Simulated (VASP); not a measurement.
# Si2N (P4/mmm) in VASP: single point with PBE

Aim: the single point of Si2N with PBE.

Program: VASP 6.6.1. These are calculated values, not measurements. Logs are shortened: lines on timing, memory, paths and dates and some standing lists are left out, and cuts for length are marked.

### 1 The cell of the first run

Symmetry: P4/mmm, No. 123, tetragonal system. The conventional cell has a = 3.775 Å, b = 3.775 Å, c = 2.624 Å, α = 90.00°, β = 90.00°, γ = 90.00°. Within 2.5 Å of Si (site symmetry mmm) lie 2 N at 1.89 Å. N (site symmetry 4/mmm) has 4 Si at 1.89 Å within 2.5 Å.

### 2 Single point, PBE

The input, POSCAR:

```
Si2N
1.0
    3.7748833694      0.0000000000      0.0000000000
    0.0000000000      3.7748833694      0.0000000000
    0.0000000000      0.0000000000      2.6236132667
Si N
2 1
Direct
    0.0000000000      0.5000000000      0.5000000000
    0.5000000000      0.0000000000      0.5000000000
    0.5000000000      0.5000000000      0.5000000000
```

The input, INCAR.step1:

```
  ALGO = Normal
  EDIFF = 1E-6
  ENCUT = 520
  GGA = PE
  ISIF = 2
  ISMEAR = 0
  LASPH = T
  LCHARG = T
  LREAL = F
  LWAVE = F
  NBANDS = 14
  NELM = 80
  PREC = Accurate
  SIGMA = 0.1
```

The input, KPOINTS.step1:

```
k-points
0
Gamma
  12 12 18
```

The input, INCAR.step2:

```
  ALGO = Normal
  EDIFF = 1E-6
  ENCUT = 520
  GGA = PE
  ICHARG = 11
  ISIF = 2
  ISMEAR = -5
  LASPH = T
  LCHARG = F
  LORBIT = 11
  LREAL = F
  LWAVE = F
  NEDOS = 2001
  NELM = 80
  PREC = Accurate
  SIGMA = 0.1
```

The input, KPOINTS.step2:

```
k-points
0
Gamma
  18 18 27
```

Potentials or basis: VASP PAW PBE potentials, release 64 (Si, N).

Run with:

```
> cat potpaw_PBE.64/Si/POTCAR potpaw_PBE.64/N/POTCAR > POTCAR
> cp INCAR.step1 INCAR
> cp KPOINTS.step1 KPOINTS
> mpirun -np 1 vasp_std > vasp.out
> cp INCAR.step2 INCAR
> cp KPOINTS.step2 KPOINTS
> mpirun -np 1 vasp_std > vasp.out
```

OUTCAR:

```text
EDIFF = 1E-6
   ENCUT = 520
   GGA = PE
   ICHARG = 11
   ISIF = 2
   ISMEAR = -5
   LASPH = T
   LORBIT = 11
   LREAL = F
   NELM = 80
   PREC = Accurate

 ion  position               nearest neighbor table
   1  0.000  0.500  0.500-   3 1.89   3 1.89   2 2.67   2 2.67   2 2.67   2 2.67
   2  0.500  0.000  0.500-   3 1.89   3 1.89   1 2.67   1 2.67   1 2.67   1 2.67
   3  0.500  0.500  0.500-   1 1.89   2 1.89   2 1.89   1 1.89

  LATTYP: Found a simple tetragonal cell.
 ALAT       =     3.7748833694
 C/A-ratio  =     0.6950183648

  Lattice vectors:

 A1 = (   3.7748833694,   0.0000000000,   0.0000000000)
 A2 = (   0.0000000000,   3.7748833694,   0.0000000000)
 A3 = (   0.0000000000,   0.0000000000,   2.6236132667)

Analysis of symmetry for initial positions (statically):
=====================================================================
 Subroutine PRICEL returns:
 Original cell was already a primitive cell.

 Routine SETGRP: Setting up the symmetry group for a
 simple tetragonal supercell.

 Subroutine GETGRP returns: Found 16 space group operations
 (whereof 16 operations were pure point group operations)
 out of a pool of 16 trial point group operations.

The static configuration has the point symmetry D_4h.

Analysis of symmetry for dynamics (positions and initial velocities):
=====================================================================
 Subroutine PRICEL returns:
 Original cell was already a primitive cell.

 Routine SETGRP: Setting up the symmetry group for a
 simple tetragonal supercell.

 Subroutine GETGRP returns: Found 16 space group operations
 (whereof 16 operations were pure point group operations)
 out of a pool of 16 trial point group operations.

The dynamic configuration has the point symmetry D_4h.

 Subroutine INISYM returns: Found 16 space group operations
 (whereof 16 operations are pure point group operations),
 and found     1 'primitive' translations

----------------------------------------------------------------------------------------

                                     Primitive cell

  volume of cell :      37.3858

  direct lattice vectors                    reciprocal lattice vectors
     3.774883369  0.000000000  0.000000000     0.264908847  0.000000000  0.000000000
     0.000000000  3.774883369  0.000000000     0.000000000  0.264908847  0.000000000
     0.000000000  0.000000000  2.623613267     0.000000000  0.000000000  0.381153737

  length of vectors
     3.774883369  3.774883369  2.623613267     0.264908847  0.264908847  0.381153737

  position of ions in fractional coordinates (direct lattice)
     0.000000000  0.500000000  0.500000000
[... 101 lines left out ...]
     AMIX     =   0.40;   BMIX     =  1.00
     AMIX_MAG =   1.60;   BMIX_MAG =  1.00
  volume/ion in A,a.u.               =      12.46        84.10
  Fermi-wavevector in a.u.,A,eV,Ry     =   1.151208  2.175467 18.031515  1.325279
  Thomas-Fermi vector in A             =   2.287867
   LORBIT       =     11    0 simple, 1 ext, 2 COOP (PROOUT), +10 PAW based schemes
   GGA     = PE    functional components
   LHFCALC =     F    Hartree Fock is set to
   AEXX    =    0.0000 exact exchange contribution
   IVDW    =     0    specifies the selected vdW correction
   LEPSILON=     F    determine dielectric tensor
   LRPA    =     F    only Hartree local field effects (RPA)
 non-spin polarized calculation
 Fermi weights with tetrahedron method with Bloechl corrections
  energy-cutoff  :      520.00
  volume of cell :       37.39
 maximum number of plane-waves:      1036

 number of electron      12.9999999 magnetization

 Free energy of the ion-electron system (eV)
  ---------------------------------------------------
  ext. energy  EPLUGINS =         0.00000000
  ---------------------------------------------------
  free energy    TOTEN  =       -17.20877931 eV

  energy without entropy =      -17.20877931  energy(sigma->0) =      -17.20877931

 E-fermi :   8.1302     XC(G=0): -11.0700

 val. band max:        8.1715707524   @ k =   0.0556   0.0556   0.4815
 cond. band min:       8.1117093211   @ k =   0.5000   0.1111   0.4444
 fundamental gap:     -0.0598614314
 Fermi energy:         8.1301510066

 k-point     1 :       0.0000    0.0000    0.0000
  band No.  band energies     occupation
      1      -9.5665      2.00000
      2       0.5695      2.00000
      3       0.5695      2.00000
      4       1.1419      2.00000
      5       3.8418      2.00000
      6       7.6699      2.00000
      7      10.7185      0.00000
      8      10.7185      0.00000
      9      13.8835      0.00000
     10      14.3557      0.00000
[... 287 lines left out ...]
 k-point    24 :       0.3333    0.1111    0.0000
  band No.  band energies     occupation
      1      -9.0631      2.00000
      2      -2.6097      2.00000
      3       0.0655      2.00000
      4       3.7855      2.00000
      5       6.1789      2.00000
      6       7.5449      2.00000
      7       7.8311      2.00000
      8      10.5208      0.00000
      9      15.6375      0.00000
     10      17.2045      0.00000

 [... further k-points ...]

------------------------ aborting loop because EDIFF is reached ----------------------------------------

  FORCE on cell =-STRESS in cart. coord.  units (eV):
  Direction    XX          YY          ZZ          XY          YZ          ZX
  --------------------------------------------------------------------------------------
  -------------------------------------------------------------------------------------
  Total        0.1550518      0.1550518      0.1780596      0.0000000      0.0000000      0.0000000
  in kB        6.6447782      6.6447782      7.6307806      0.0000000      0.0000000      0.0000000
  external PRESSURE =       6.9734457 kB  Pullay stress =       0.0000000 kB

 VOLUME and BASIS-vectors are now :
 -----------------------------------------------------------------------------
  energy-cutoff  :      520.00
  volume of cell :       37.39
      direct lattice vectors                 reciprocal lattice vectors
     3.774883369  0.000000000  0.000000000     0.264908847  0.000000000  0.000000000
     0.000000000  3.774883369  0.000000000     0.000000000  0.264908847  0.000000000
     0.000000000  0.000000000  2.623613267     0.000000000  0.000000000  0.381153737

 POSITION                                       TOTAL-FORCE (eV/Angst)
 -----------------------------------------------------------------------------------
      0.00000      1.88744      1.31181         0.000000      0.000000      0.000000
      1.88744      0.00000      1.31181         0.000000      0.000000      0.000000
      1.88744      1.88744      1.31181         0.000000      0.000000      0.000000
 -----------------------------------------------------------------------------------
    total drift:                                0.000000      0.000000      0.000000

  FREE ENERGIE OF THE ION-ELECTRON SYSTEM (eV)
  ---------------------------------------------------
  free  energy   TOTEN  =       -17.2087793052 eV

  energy  without entropy=      -17.2087793052  energy(sigma->0) =      -17.20877931

 total charge

# of ion       s       p       d       tot
------------------------------------------
    1        0.759   0.761   0.000   1.520
    2        0.759   0.761   0.000   1.520
    3        1.275   2.529   0.000   3.804
--------------------------------------------------
tot          2.793   4.051   0.000   6.844
```

OUTCAR.step1:

```text
EDIFF = 1E-6
   ENCUT = 520
   GGA = PE
   ISIF = 2
[... 635 lines left out ...]
      0.00000      1.88744      1.31181         0.000000      0.000000      0.000000
      1.88744      0.00000      1.31181         0.000000      0.000000      0.000000
      1.88744      1.88744      1.31181         0.000000      0.000000      0.000000
 -----------------------------------------------------------------------------------
    total drift:                                0.000000      0.000000      0.000000

  FREE ENERGIE OF THE ION-ELECTRON SYSTEM (eV)
  ---------------------------------------------------
  free  energy   TOTEN  =       -17.2135723991 eV

  energy  without entropy=      -17.2072349282  energy(sigma->0) =      -17.21040366
```

OSZICAR.step1:

```text
N       E                     dE             d eps       ncg     rms          rms(c)
DAV:   1     0.290754573449E+02    0.29075E+02   -0.57174E+03  7856   0.785E+02
DAV:   2    -0.169452568888E+02   -0.46021E+02   -0.42554E+02 10386   0.154E+02
DAV:   3    -0.192564601113E+02   -0.23112E+01   -0.22925E+01 10054   0.336E+01
DAV:   4    -0.192712888464E+02   -0.14829E-01   -0.14827E-01  9474   0.309E+00
DAV:   5    -0.192714135709E+02   -0.12472E-03   -0.12472E-03 10276   0.275E-01    0.972E+00
DAV:   6    -0.172772675074E+02    0.19941E+01   -0.11384E+01  9784   0.222E+01    0.446E+00
DAV:   7    -0.172226038632E+02    0.54664E-01   -0.10756E+00  8602   0.760E+00    0.256E+00
DAV:   8    -0.172142007891E+02    0.84031E-02   -0.76644E-02  9760   0.179E+00    0.718E-01
DAV:   9    -0.172134977593E+02    0.70303E-03   -0.63536E-03  9878   0.496E-01    0.143E-01
DAV:  10    -0.172136066170E+02   -0.10886E-03   -0.11849E-03  9512   0.252E-01    0.867E-02
DAV:  11    -0.172135781973E+02    0.28420E-04   -0.65172E-05  9778   0.651E-02    0.440E-02
DAV:  12    -0.172135748879E+02    0.33094E-05   -0.72871E-05  9658   0.546E-02    0.137E-02
DAV:  13    -0.172135724062E+02    0.24817E-05   -0.69341E-06  9034   0.211E-02    0.541E-03
DAV:  14    -0.172135723991E+02    0.70808E-08   -0.37817E-07  4664   0.465E-03
   1 F= -.17213572E+02 E0= -.17210404E+02  d E =-.633747E-02
```

Run time: 2.8 min. Hardware: 1 thread of Intel Xeon 6975P-C (Granite Rapids), shared host; peak memory 0.39 GiB.

Results:

```
Valence electrons inside the program's atomic spheres : Si 1.52; N 3.80
```

Caveat: tetrahedron occupations give inexact forces and stress in metals.
